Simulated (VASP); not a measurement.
# In2O (Pn-3m) in VASP: relaxation of cell and atoms with PBE

Aim: the relaxation of cell and atoms of In2O with PBE.

Program: VASP 6.6.1. These are calculated values, not measurements. Logs are shortened: lines on timing, memory, paths and dates and some standing lists are left out, and cuts for length are marked.

**1. The cell of the first run**

Symmetry: Pn-3m, No. 224, cubic system. The conventional cell has a = 5.134 Å, b = 5.134 Å, c = 5.134 Å, α = 90.00°, β = 90.00°, γ = 90.00°. Within 2.9 Å of In (site symmetry -3m) lie 2 O at 2.22 Å. O (site symmetry -43m) has 4 In at 2.22 Å within 2.9 Å.

The cell was generated, and may not be a known phase.

**2. Relaxation of cell and atoms, PBE**

INCAR reads:

```
  PREC = Accurate
  ENCUT = 600
  EDIFF = 1E-7
  ISMEAR = 0
  SIGMA = 0.1
  LREAL = False
  LASPH = True
  NELM = 120
  ALGO = Normal
  ISIF = 3
  LWAVE = False
  LCHARG = False
  GGA = PE
  IBRION = 2
  NSW = 100
  EDIFFG = -0.01
  GGA_COMPAT = False
  NELMIN = 4
```

KPOINTS reads:

```
regular mesh
0
Gamma
  8 8 8
```

POSCAR reads:

```
In2O
1.0
    5.1343813733      0.0000000000      0.0000000000
    0.0000000000      5.1343813733      0.0000000000
    0.0000000000      0.0000000000      5.1343813733
In O
4 2
Direct
    0.7500000000      0.7500000000      0.7500000000
    0.7500000000      0.2500000000      0.2500000000
    0.2500000000      0.2500000000      0.7500000000
    0.2500000000      0.7500000000      0.2500000000
    0.0000000000      0.0000000000      0.0000000000
    0.5000000000      0.5000000000      0.5000000000
```

Potentials or basis: VASP PAW PBE potentials, release 64 (In_d, O).

The run is started by

```bash
> cat potpaw_PBE.64/In_d/POTCAR potpaw_PBE.64/O/POTCAR > POTCAR
> mpirun -np 1 vasp_std > vasp.out
```

OUTCAR:

```text
PREC = Accurate
   ENCUT = 600
   EDIFF = 1E-7
   ISMEAR = 0
   LREAL = False
   LASPH = True
   NELM = 120
   ISIF = 3
   GGA = PE
   IBRION = 2
   NSW = 100
   EDIFFG = -0.01
   NELMIN = 4

 ion  position               nearest neighbor table
   1  0.750  0.750  0.750-   5 2.22   6 2.22   4 3.63   2 3.63   3 3.63   2 3.63   4 3.63   2 3.63
                             3 3.63   2 3.63   3 3.63   4 3.63   4 3.63   3 3.63
   2  0.750  0.250  0.250-   5 2.22   6 2.22   4 3.63   1 3.63   3 3.63   1 3.63   3 3.63   1 3.63
                             4 3.63   1 3.63   3 3.63   4 3.63   3 3.63   4 3.63
   3  0.250  0.250  0.750-   5 2.22   6 2.22   4 3.63   1 3.63   2 3.63   2 3.63   4 3.63   1 3.63
                             4 3.63   4 3.63   1 3.63   2 3.63   2 3.63   1 3.63
   4  0.250  0.750  0.250-   5 2.22   6 2.22   3 3.63   1 3.63   2 3.63   1 3.63   3 3.63   2 3.63
                             3 3.63   3 3.63   1 3.63   2 3.63   1 3.63   2 3.63
   5  0.000  0.000  0.000-   1 2.22   2 2.22   3 2.22   4 2.22
   6  0.500  0.500  0.500-   1 2.22   2 2.22   3 2.22   4 2.22

  LATTYP: Found a simple cubic cell.
 ALAT       =     5.1343813733

  Lattice vectors:

 A1 = (   5.1343813733,   0.0000000000,   0.0000000000)
 A2 = (   0.0000000000,   5.1343813733,   0.0000000000)
 A3 = (   0.0000000000,   0.0000000000,   5.1343813733)

Analysis of symmetry for initial positions (statically):
=====================================================================
 Subroutine PRICEL returns:
 Original cell was already a primitive cell.

 Routine SETGRP: Setting up the symmetry group for a
 simple cubic supercell.

 Subroutine GETGRP returns: Found 48 space group operations
 (whereof 24 operations were pure point group operations)
 out of a pool of 48 trial point group operations.

The static configuration has the point symmetry T_d .
 The point group associated with its full space group is O_h .

Analysis of symmetry for dynamics (positions and initial velocities):
=====================================================================
 Subroutine PRICEL returns:
 Original cell was already a primitive cell.

 Routine SETGRP: Setting up the symmetry group for a
 simple cubic supercell.

 Subroutine GETGRP returns: Found 48 space group operations
 (whereof 24 operations were pure point group operations)
 out of a pool of 48 trial point group operations.

The dynamic configuration has the point symmetry T_d .
 The point group associated with its full space group is O_h .

 Subroutine INISYM returns: Found 48 space group operations
 (whereof 24 operations are pure point group operations),
 and found     1 'primitive' translations

----------------------------------------------------------------------------------------

                                     Primitive cell

  volume of cell :     135.3519

  direct lattice vectors                    reciprocal lattice vectors
     5.134381373  0.000000000  0.000000000     0.194765431  0.000000000  0.000000000
     0.000000000  5.134381373  0.000000000     0.000000000  0.194765431  0.000000000
     0.000000000  0.000000000  5.134381373     0.000000000  0.000000000  0.194765431

  length of vectors
     5.134381373  5.134381373  5.134381373     0.194765431  0.194765431  0.194765431

  position of ions in fractional coordinates (direct lattice)
     0.750000000  0.750000000  0.750000000
     0.750000000  0.250000000  0.250000000
     0.250000000  0.250000000  0.750000000
     0.250000000  0.750000000  0.250000000
     0.000000000  0.000000000  0.000000000
     0.500000000  0.500000000  0.500000000

  ion indices of the primitive-cell ions
   primitive index   ion index
                 1           1
                 2           2
                 3           3
                 4           4
                 5           5
                 6           6

----------------------------------------------------------------------------------------

 KPOINTS: regular mesh

Automatic generation of k-mesh.
 Grid dimensions read from file:
 generate k-points for:    8    8    8

 Generating k-lattice:

  Cartesian coordinates                     Fractional coordinates (reciprocal lattice)
     0.024345679  0.000000000  0.000000000     0.125000000  0.000000000  0.000000000
     0.000000000  0.024345679  0.000000000     0.000000000  0.125000000  0.000000000
     0.000000000  0.000000000  0.024345679     0.000000000  0.000000000  0.125000000

  Length of vectors
     0.024345679  0.024345679  0.024345679

  Shift w.r.t. Gamma in fractional coordinates (k-lattice)
     0.000000000  0.000000000  0.000000000

 Subroutine IBZKPT returns following result:
 ===========================================

 Found     35 irreducible k-points:

 Following reciprocal coordinates:
            Coordinates               Weight
  0.000000  0.000000  0.000000      1.000000
  0.125000  0.000000  0.000000      6.000000
  0.250000  0.000000  0.000000      6.000000
  0.375000  0.000000  0.000000      6.000000
  0.500000  0.000000  0.000000      3.000000
  0.125000  0.125000  0.000000     12.000000
[... 16 lines left out ...]
  0.375000  0.375000  0.125000     24.000000
  0.500000  0.375000  0.125000     24.000000
 [... further k-points ...]
   k-points           NKPTS =     35   k-points in BZ     NKDIM =     35   number of bands    NBANDS=     38
   number of dos      NEDOS =    301   number of ions     NIONS =      6
   total plane-waves  NPLWV =  74088
   dimension x,y,z NGX =    42 NGY =   42 NGZ =   42
   dimension x,y,z NGXF=    84 NGYF=   84 NGZF=   84
   ions per type =               4   2
   NGX,Y,Z   is equivalent  to a cutoff of  13.60, 13.60, 13.60 a.u.
   NGXF,Y,Z  is equivalent  to a cutoff of  27.20, 27.20, 27.20 a.u.
 SYSTEM =  unknown system
   PREC   = accura    normal or accurate (medium, high low for compatibility)
   ISTART =      0    job   : 0-new  1-cont  2-samecut
   ICHARG =      2    charge: 1-file 2-atom 10-const
   ISPIN  =      1    spin polarized calculation?
   LNONCOLLINEAR =      F non collinear calculations
   LSORBIT =      F    spin-orbit coupling
   LASPH  =      T    aspherical Exc in radial PAW
   ENCUT  =  600.0 eV  44.10 Ry    6.64 a.u.  10.25 10.25 10.25*2*pi/ulx,y,z
   NELM   =    120;   NELMIN=  4; NELMDL= -5     # of ELM steps
   EDIFF  = 0.1E-06   stopping-criterion for ELM
   LREAL  =      F    real-space projection
   EDIFFG = -.1E-01   stopping-criterion for IOM
   NSW    =    100    number of steps for IOM
   IBRION =      2    ionic relax: 0-MD 1-quasi-New 2-CG
   NFREE  =      1    steps in history (QN), initial steepest desc. (CG)
   ISIF   =      3    stress and relaxation
   ISYM   =      2    0-nonsym 1-usesym 2-fastsym
   POTIM  = 0.5000    time-step for ionic-motion
   TEBEG  =    0.0;   TEEND  =   0.0 temperature during run
   PSTRESS=    0.0 pullay stress
   NELECT =      64.0000    total number of electrons
   NUPDOWN=      -1.0000    fix difference up-down
   EMIN   =  10.00;   EMAX   =-10.00  energy-range for DOS
   EFERMI =   0.00;   METHOD = LEGACY
   ISMEAR =     0;   SIGMA  =   0.10  broadening in eV -4-tet -1-fermi 0-gaus
   EFERMI_NEDOS =   21; number of points for ismear=-14 and -15
   IALGO  =     38    algorithm
   IMIX   =      4    mixing-type and parameters
     AMIX     =   0.40;   BMIX     =  1.00
     AMIX_MAG =   1.60;   BMIX_MAG =  1.00
  volume/ion in A,a.u.               =      22.56       152.23
  Fermi-wavevector in a.u.,A,eV,Ry     =   1.275401  2.410158 22.131880  1.626647
  Thomas-Fermi vector in A             =   2.408115
   LORBIT       =      0    0 simple, 1 ext, 2 COOP (PROOUT), +10 PAW based schemes
   GGA     = PE    functional components
   LHFCALC =     F    Hartree Fock is set to
   AEXX    =    0.0000 exact exchange contribution
   IVDW    =     0    specifies the selected vdW correction
   LEPSILON=     F    determine dielectric tensor
   LRPA    =     F    only Hartree local field effects (RPA)
 conjugate gradient relaxation of ions
 non-spin polarized calculation
 Gauss-broadening in eV      SIGMA  =   0.10
  energy-cutoff  :      600.00
  volume of cell :      135.35
 maximum number of plane-waves:      4632
 NGX is ok and might be reduce to    42
   NGX = 21   NGY = 21   NGZ = 21

--------------------------------------- Ionic step        1  -------------------------------------------

 number of electron      63.9999953 magnetization

 Free energy of the ion-electron system (eV)
  ---------------------------------------------------
  ext. energy  EPLUGINS =         0.00000000
  ---------------------------------------------------
  free energy    TOTEN  =       -22.01201781 eV

  energy without entropy =      -21.99788244  energy(sigma->0) =      -22.00495013

------------------------ aborting loop because EDIFF is reached ----------------------------------------

  FORCE on cell =-STRESS in cart. coord.  units (eV):
  Direction    XX          YY          ZZ          XY          YZ          ZX
  --------------------------------------------------------------------------------------
  -------------------------------------------------------------------------------------
  Total        0.0717674      0.0717674      0.0717674      0.0000000     -0.0000000     -0.0000000
  in kB        0.8495197      0.8495197      0.8495197      0.0000000     -0.0000000     -0.0000000
  external PRESSURE =       0.8495197 kB  Pullay stress =       0.0000000 kB

 VOLUME and BASIS-vectors are now :
 -----------------------------------------------------------------------------
  energy-cutoff  :      600.00
  volume of cell :      135.35
      direct lattice vectors                 reciprocal lattice vectors
     5.134381373  0.000000000  0.000000000     0.194765431  0.000000000  0.000000000
     0.000000000  5.134381373  0.000000000     0.000000000  0.194765431  0.000000000
     0.000000000  0.000000000  5.134381373     0.000000000  0.000000000  0.194765431

 POSITION                                       TOTAL-FORCE (eV/Angst)
 -----------------------------------------------------------------------------------
      3.85079      3.85079      3.85079        -0.000000      0.000000     -0.000000
      3.85079      1.28360      1.28360        -0.000000      0.000000      0.000000
      1.28360      1.28360      3.85079         0.000000     -0.000000     -0.000000
      1.28360      3.85079      1.28360        -0.000000      0.000000     -0.000000
      0.00000      0.00000      0.00000         0.000000     -0.000000      0.000000
      2.56719      2.56719      2.56719         0.000000     -0.000000      0.000000
 -----------------------------------------------------------------------------------
    total drift:                                0.000000      0.000000      0.000000

  FREE ENERGIE OF THE ION-ELECTRON SYSTEM (eV)
  ---------------------------------------------------
  free  energy   TOTEN  =       -22.0120178098 eV

  energy  without entropy=      -21.9978824425  energy(sigma->0) =      -22.00495013

--------------------------------------- Ionic step        2  -------------------------------------------

 number of electron      63.9999954 magnetization

 Free energy of the ion-electron system (eV)
  ---------------------------------------------------
  ext. energy  EPLUGINS =         0.00000000
  ---------------------------------------------------
  free energy    TOTEN  =       -22.01209301 eV

  energy without entropy =      -21.99796844  energy(sigma->0) =      -22.00503073

 E-fermi :   5.6786     XC(G=0):  -9.6977

 val. band max:        5.6752637111   @ k =   0.5000   0.5000   0.2500
 cond. band min:       5.7124737763   @ k =   0.2500   0.1250   0.1250
 fundamental gap:      0.0372100652
 Fermi energy:         5.6786167337

 k-point     1 :       0.0000    0.0000    0.0000
  band No.  band energies     occupation
      1     -13.3508      2.00000
      2     -12.6605      2.00000
      3      -8.9286      2.00000
      4      -8.9286      2.00000
      5      -8.8747      2.00000
      6      -8.8747      2.00000
[... 30 lines left out ...]
     37       9.0807      0.00000
     38       9.5721      0.00000
[... 941 lines left out ...]
     37       9.3514      0.00000
     38      10.2353      0.00000

 [... further k-points ...]
[... 5 lines left out ...]
  --------------------------------------------------------------------------------------
  -------------------------------------------------------------------------------------
  Total        0.0139117      0.0139117      0.0139117     -0.0000000      0.0000000      0.0000000
  in kB        0.1643893      0.1643893      0.1643893     -0.0000000      0.0000000      0.0000000
  external PRESSURE =       0.1643893 kB  Pullay stress =       0.0000000 kB

 VOLUME and BASIS-vectors are now :
 -----------------------------------------------------------------------------
  energy-cutoff  :      600.00
  volume of cell :      135.59
      direct lattice vectors                 reciprocal lattice vectors
     5.137344126  0.000000000 -0.000000000     0.194653108  0.000000000  0.000000000
     0.000000000  5.137344126  0.000000000     0.000000000  0.194653108  0.000000000
    -0.000000000 -0.000000000  5.137344126     0.000000000  0.000000000  0.194653108

 POSITION                                       TOTAL-FORCE (eV/Angst)
 -----------------------------------------------------------------------------------
      3.85301      3.85301      3.85301         0.000000     -0.000000     -0.000000
      3.85301      1.28434      1.28434        -0.000000      0.000000      0.000000
      1.28434      1.28434      3.85301         0.000000     -0.000000     -0.000000
      1.28434      3.85301      1.28434        -0.000000     -0.000000     -0.000000
      0.00000      5.13734      0.00000        -0.000000      0.000000      0.000000
      2.56867      2.56867      2.56867        -0.000000      0.000000      0.000000
 -----------------------------------------------------------------------------------
    total drift:                                0.000000      0.000000      0.000000

  FREE ENERGIE OF THE ION-ELECTRON SYSTEM (eV)
  ---------------------------------------------------
  free  energy   TOTEN  =       -22.0120930138 eV

  energy  without entropy=      -21.9979684421  energy(sigma->0) =      -22.00503073

 reached required accuracy - stopping structural energy minimisation
```

Run time: 8.1 min. Hardware: 1 thread of Oxide Virtual Turin-like, shared host; peak memory 0.34 GiB.

What came out:

* Free energy: -22.0121 eV
* Relaxed volume: 22.60 Å³/atom
* Relaxed cell: a = 5.137 Å, b = 5.137 Å, c = 5.137 Å, α = 90.00°, β = 90.00°, γ = 90.00°
* Space group after relaxing (to 0.1 Å): Pn-3m (No. 224)
* Energy gained by relaxing: 0.0 meV/atom
* Ionic steps: 2
* Pressure after relaxing: 0.0 GPa
* Band gap on the k mesh: zero (bands 32 and 33 overlap by 1.46 eV)

Final structure:
```
CELL_PARAMETERS angstrom
5.13734 0.00000 0.00000
0.00000 5.13734 0.00000
0.00000 0.00000 5.13734
ATOMIC_POSITIONS crystal
In 0.75000 0.75000 0.75000
In 0.75000 0.25000 0.25000
In 0.25000 0.25000 0.75000
In 0.25000 0.75000 0.25000
O 0.00000 0.00000 0.00000
O 0.50000 0.50000 0.50000
```

Levels at points of the mesh, in eV from the Fermi level:
```
           k point  band 28  band 29  band 30  band 31  band 32  band 33  band 34  band 35  band 36  band 37
(0.00, 0.00, 0.00)    -4.43    -4.43    -1.59    -1.59     1.11     1.11     1.11     3.40     3.40     3.40
(0.50, 0.00, 0.00)    -4.41    -2.23    -2.23     0.06     0.06     0.62     0.62     2.77     2.77     2.89
(0.50, 0.50, 0.00)    -4.29    -2.75    -2.75    -0.37    -0.37     0.95     0.95     2.86     2.86     3.39
(0.50, 0.50, 0.50)    -5.13    -1.05    -0.56    -0.56    -0.56    -0.35    -0.35    -0.35     2.13     6.52
```

Caveat: spin-orbit coupling is left out, which moves the levels of the heavy elements.

The gap in the log of VASP goes by the Fermi energy; the results here count the filled bands.